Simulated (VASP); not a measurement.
A run of VASP 6.6.1 is set up as follows.

INCAR

```
SYSTEM = Pb
ALGO = Fast ; EDIFF = 1E-6
ENCUT = 520 ; GGA = CA
ISIF = 2 ; ISMEAR = 0
LASPH = .True. ; LCHARG = .False.
LREAL = .False. ; LWAVE = .False.
NBANDS = 13 ; NELM = 60
PREC = Accurate ; SIGMA = 0.15
```

File KPOINTS:

```
k-points
0
Gamma
  18 18 18
  0 0 0
```

The input POSCAR:

```
Pb
1.0
   -1.8806765884      1.8806765884      2.0786425450
    1.8806765884     -1.8806765884      2.0786425450
    1.8806765884      1.8806765884     -2.0786425450
Pb
1
Direct
    0.0000000000      0.0000000000      0.0000000000
```

Potentials or basis: VASP PAW LDA potentials, release 64 (Pb_d).

Run with:

```bash
$ cat potpaw_LDA.64/Pb_d/POTCAR > POTCAR
$ mpirun -np 1 vasp_std > vasp.out
```

**Question.** Predict the pressure.

**Answer.** -0.6 GPa.

**Question.** What does it give for the band gap on the k mesh?

**Answer.** Zero (bands 7 and 8 overlap by 9.59 eV).

Stress tensor (GPa, compression positive):
```
-1.01  0.00  0.00
 0.00 -1.01  0.00
 0.00  0.00  0.24
```

Caveat: the cell differs from its parent crystal (strain -0.050 along x and y, +0.050 along z); spin-orbit coupling is left out, which moves the levels of the heavy elements.
